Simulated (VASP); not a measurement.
# CdSe (P6_3mc) in VASP: further runs, part 2 of 2

VASP 6.6.1. The steps go on from the part before.

## Step 3: Single point, LDA

This run uses another cell than the first one, of 27.11 Å³/atom.

The input, INCAR:

```
SYSTEM = CdSe
ALGO = Normal
EDIFF = 1E-6
ENCUT = 520
ISIF = 2
ISMEAR = 0
LASPH = .TRUE.
LCHARG = .FALSE.
LREAL = .FALSE.
LWAVE = .FALSE.
NBANDS = 26
NELM = 100
PREC = Accurate
SIGMA = 0.02
```

The input, KPOINTS:

```
k-points
0
G
  9 9 4
  0 0 0
```

The input, POSCAR:

```
CdSe
1.0
    4.2475478497      0.0000000000      0.0000000000
   -2.1237739249      3.6784843417      0.0000000000
    0.0000000000      0.0000000000      6.9414465586
Cd Se
2 2
Direct
    0.6666666667      0.3333333333      0.5002594626
    0.3333333333      0.6666666667      1.0002594626
    0.6666666667      0.3333333333      0.8756005374
    0.3333333333      0.6666666667      0.3756005374
```

Potentials or basis: VASP PAW LDA potentials, release 64 (Cd, Se).

Launch:

```console
$ cat potpaw_LDA.64/Cd/POTCAR potpaw_LDA.64/Se/POTCAR > POTCAR
$ mpirun -np 1 vasp_std > vasp.out
```

OUTCAR:

```text
SYSTEM = CdSe
   EDIFF = 1E-6
   ENCUT = 520
   ISIF = 2
   ISMEAR = 0
   LASPH = .TRUE.
   LREAL = .FALSE.
   NELM = 100
   PREC = Accurate

 ion  position               nearest neighbor table
   1  0.667  0.333  0.500-   4 2.60   4 2.60   4 2.60   3 2.61
   2  0.333  0.667  0.000-   3 2.60   3 2.60   3 2.60   4 2.61
   3  0.667  0.333  0.876-   2 2.60   2 2.60   2 2.60   1 2.61
   4  0.333  0.667  0.376-   1 2.60   1 2.60   1 2.60   2 2.61

  LATTYP: Found a hexagonal cell.
 ALAT       =     4.2475478497
 C/A-ratio  =     1.6342244524

  Lattice vectors:

 A1 = (   4.2475478497,   0.0000000000,   0.0000000000)
 A2 = (  -2.1237739249,   3.6784843417,   0.0000000000)
 A3 = (   0.0000000000,   0.0000000000,   6.9414465586)

Analysis of symmetry for initial positions (statically):
=====================================================================
 Subroutine PRICEL returns:
 Original cell was already a primitive cell.

 Routine SETGRP: Setting up the symmetry group for a
 hexagonal supercell.

 Subroutine GETGRP returns: Found 12 space group operations
 (whereof  6 operations were pure point group operations)
 out of a pool of 24 trial point group operations.
[... 165 lines left out ...]
  ---------------------------------------------------
  free energy    TOTEN  =       -13.51822951 eV

  energy without entropy =      -13.51822951  energy(sigma->0) =      -13.51822951

 E-fermi :   1.2697     XC(G=0):  -9.4480

 val. band max:        1.1259834197   @ k =   0.0000   0.0000   0.0000
 cond. band min:       1.6214156741   @ k =   0.0000   0.0000   0.0000
 fundamental gap:      0.4954322544
 Fermi energy:         1.2696863744

 k-point     1 :       0.0000    0.0000    0.0000
  band No.  band energies     occupation
      1     -11.7448      2.00000
      2     -11.3265      2.00000
      3      -6.9585      2.00000
      4      -6.9492      2.00000
      5      -6.9492      2.00000
      6      -6.8737      2.00000
[... 685 lines left out ...]
     25       9.7314      0.00000
     26       9.7315      0.00000

 [... further k-points ...]
[... 5 lines left out ...]
  --------------------------------------------------------------------------------------
  -------------------------------------------------------------------------------------
  Total        0.3327719      0.3327719      0.3349705     -0.0000000      0.0000000      0.0000000
  in kB        4.9158668      4.9158668      4.9483448     -0.0000000      0.0000000      0.0000000
  external PRESSURE =       4.9266928 kB  Pullay stress =       0.0000000 kB

 VOLUME and BASIS-vectors are now :
 -----------------------------------------------------------------------------
  energy-cutoff  :      520.00
  volume of cell :      108.46
      direct lattice vectors                 reciprocal lattice vectors
     4.247547850  0.000000000  0.000000000     0.235429955  0.135925548  0.000000000
    -2.123773925  3.678484342  0.000000000     0.000000000  0.271851096  0.000000000
     0.000000000  0.000000000  6.941446559     0.000000000  0.000000000  0.144062191

 POSITION                                       TOTAL-FORCE (eV/Angst)
 -----------------------------------------------------------------------------------
      2.12377      1.22616      3.47252        -0.000000     -0.000000      0.001819
     -0.00000      2.45232      0.00180        -0.000000      0.000000      0.001819
      2.12377      1.22616      6.07793         0.000000     -0.000000     -0.001819
     -0.00000      2.45232      2.60721         0.000000     -0.000000     -0.001819
 -----------------------------------------------------------------------------------
    total drift:                               -0.000000      0.000000      0.000045

  FREE ENERGIE OF THE ION-ELECTRON SYSTEM (eV)
  ---------------------------------------------------
  free  energy   TOTEN  =       -13.5182295137 eV

  energy  without entropy=      -13.5182295137  energy(sigma->0) =      -13.51822951
```

OSZICAR:

```text
N       E                     dE             d eps       ncg     rms          rms(c)
DAV:   1     0.243083950168E+03    0.24308E+03   -0.17110E+04  1872   0.125E+03
DAV:   2    -0.137499311831E+01   -0.24446E+03   -0.23546E+03  2064   0.315E+02
DAV:   3    -0.141569990400E+02   -0.12782E+02   -0.12717E+02  2260   0.723E+01
DAV:   4    -0.142608281820E+02   -0.10383E+00   -0.10375E+00  2046   0.614E+00
DAV:   5    -0.142614511207E+02   -0.62294E-03   -0.62292E-03  2210   0.450E-01    0.954E+00
DAV:   6    -0.135727724870E+02    0.68868E+00   -0.11840E+00  2432   0.115E+01    0.732E+00
DAV:   7    -0.135272819463E+02    0.45491E-01   -0.48402E-01  1976   0.369E+00    0.249E+00
DAV:   8    -0.135189498299E+02    0.83321E-02   -0.63254E-02  1944   0.254E+00    0.376E-01
DAV:   9    -0.135183147193E+02    0.63511E-03   -0.76409E-03  2012   0.103E+00    0.105E-01
DAV:  10    -0.135182177920E+02    0.96927E-04   -0.58781E-04  2086   0.285E-01    0.473E-02
DAV:  11    -0.135182315596E+02   -0.13768E-04   -0.77371E-05  1956   0.605E-02    0.143E-02
DAV:  12    -0.135182298514E+02    0.17082E-05   -0.20991E-05  2122   0.522E-02    0.841E-03
DAV:  13    -0.135182295137E+02    0.33768E-06   -0.24883E-06  1482   0.188E-02
   1 F= -.13518230E+02 E0= -.13518230E+02  d E =-.264161E-26
```

Run time: 59 s. Hardware: 1 thread of Intel Xeon Platinum 8488C (Sapphire Rapids), shared host; peak memory 0.24 GiB.

Results:

```yaml
Free_energy: -13.5182 eV
Pressure: 0.5 GPa
Band_gap_on_the_k_mesh: 0.50 eV
```

Caveat: semilocal functionals underestimate gaps, and a narrow one can read as zero.

## Step 4: Relaxation of cell and atoms, LDA

The input, INCAR:

```
PREC = Accurate ; ENCUT = 600
EDIFF = 1E-6 ; ISMEAR = 0
SIGMA = 0.02 ; LREAL = False
LASPH = True ; NELM = 80
ALGO = Normal ; ISIF = 3
LWAVE = False ; LCHARG = False
GGA = CA ; IBRION = 2
NSW = 100 ; EDIFFG = -0.002
```

The input, KPOINTS:

```
regular mesh
0
Gamma
  9 9 4
```

The input, POSCAR:

```
CdSe
1.0
    4.3460853800      0.0000000000      0.0000000000
   -2.1730426900      3.7638203500      0.0000000000
    0.0000000000      0.0000000000      7.0898398800
Cd Se
2 2
Direct
    0.6666666700      0.3333333300      0.4999533600
    0.3333333300      0.6666666700      0.9999533600
    0.6666666700      0.3333333300      0.8759066400
    0.3333333300      0.6666666700      0.3759066400
```

Launch:

```console
$ cat potpaw_LDA.64/Cd/POTCAR potpaw_LDA.64/Se/POTCAR > POTCAR
$ mpirun -np 1 vasp_std > vasp.out
```

Wall time 10 min (1 thread of Intel Xeon Platinum 8488C (Sapphire Rapids), shared host); peak memory 0.29 GiB.

Results (log left out):

| Item | Value |
| --- | --- |
| Free energy | -13.5211 eV |
| Relaxed volume | 27.32 Å³/atom |
| Relaxed cell | a = 4.259 Å, b = 4.259 Å, c = 6.958 Å, α = 90.00°, β = 90.00°, γ = 120.00° |
| Space group after relaxing (to 0.1 Å) | P6_3mc (No. 186) |
| Energy gained by relaxing | 16.5 meV/atom |
| Ionic steps | 33 |
| Pressure after relaxing | 0.0 GPa |
| Band gap on the k mesh | 0.48 eV |

The path:
```csv
step,energy change (eV),largest force (eV/Å),pressure (GPa),volume (Å³)
1,0.0000,0.0015,-2.98,115.97
2,-0.0580,0.0123,1.20,107.15
3,-0.0658,0.0090,0.01,109.28
4,-0.0658,0.0089,-0.06,109.42
5,-0.0658,0.0057,-0.07,109.41
6,-0.0658,0.0034,-0.06,109.40
7,-0.0658,0.0019,-0.03,109.35
8,-0.0658,0.0003,0.00,109.29
9,-0.0658,0.0007,0.00,109.28
10,-0.0658,0.0012,0.00,109.27
11,-0.0658,0.0023,0.01,109.23
12,-0.0658,0.0017,0.02,109.25
13,-0.0658,0.0012,0.01,109.26
14,-0.0658,0.0010,0.01,109.28
15,-0.0658,0.0012,0.00,109.31
16,-0.0658,0.0011,-0.06,109.39
17,-0.0658,0.0012,-0.02,109.32
18,-0.0658,0.0016,-0.03,109.32
19,-0.0658,0.0018,-0.02,109.31
20,-0.0658,0.0010,-0.01,109.30
21,-0.0658,0.0013,-0.01,109.27
22,-0.0658,0.0013,0.04,109.20
23,-0.0658,0.0013,0.01,109.25
24,-0.0658,0.0016,0.03,109.26
25,-0.0658,0.0014,0.01,109.27
26,-0.0658,0.0016,0.01,109.27
27,-0.0658,0.0010,0.01,109.28
28,-0.0658,0.0011,0.01,109.30
29,-0.0658,0.0010,-0.04,109.34
30,-0.0658,0.0011,-0.03,109.31
31,-0.0658,0.0013,-0.01,109.30
32,-0.0658,0.0017,-0.01,109.30
33,-0.0658,0.0006,-0.01,109.28
```

Final structure:
```cif
data_structure
_symmetry_space_group_name_H-M 'P 1'
_symmetry_Int_Tables_number 1
_cell_length_a 4.2587
_cell_length_b 4.2587
_cell_length_c 6.9579
_cell_angle_alpha 90.000
_cell_angle_beta 90.000
_cell_angle_gamma 120.000
_cell_volume 109.28
loop_
_atom_site_label
_atom_site_type_symbol
_atom_site_fract_x
_atom_site_fract_y
_atom_site_fract_z
_atom_site_occupancy
Cd1 Cd 0.66667 0.33333 0.50022 1
Cd2 Cd 0.33333 0.66667 0.00022 1
Se1 Se 0.66667 0.33333 0.87564 1
Se2 Se 0.33333 0.66667 0.37564 1
```

Levels at points of the mesh, in eV from the valence-band top:
```
           k point  band 16  band 17  band 18  band 19  band 20  band 21
(0.00, 0.00, 0.00)    -0.06     0.00     0.00     0.48     2.04     5.72
(0.00, 0.00, 0.50)    -0.43    -0.43    -0.43     2.24     2.24     5.72
```

Caveat: semilocal functionals underestimate gaps, and a narrow one can read as zero.

## Step 5: Summary

```tsv
task	cell	k mesh	cutoff (eV)	smearing	gap on the mesh (eV)	pressure (GPa)
single point	a = 4.346, b = 4.346, c = 7.090 Å, angles 90.0, 90.0, 120.0°, 4 atoms, atomic positions A	6 × 6 × 4	520	gaussian 0.1 eV	0.35	-2.9
single point	a = 4.248, b = 4.248, c = 6.941 Å, angles 90.0, 90.0, 120.0°, 4 atoms, atomic positions B	9 × 9 × 4	520	gaussian 0.02 eV	0.50	0.5
relaxation of cell and atoms	relaxed from a = 4.346, b = 4.346, c = 7.090 Å, angles 90.0, 90.0, 120.0°, 4 atoms, atomic positions A	9 × 9 × 4	600	gaussian 0.02 eV	0.48	0.0
```

Alike in all rows: level LDA; potentials or basis VASP PAW LDA potentials, release 64 (Cd, Se); no spin polarisation.

Caveats: semilocal functionals underestimate gaps, and a narrow one can read as zero.

Absolute energies hang on the potentials; compare differences alone.
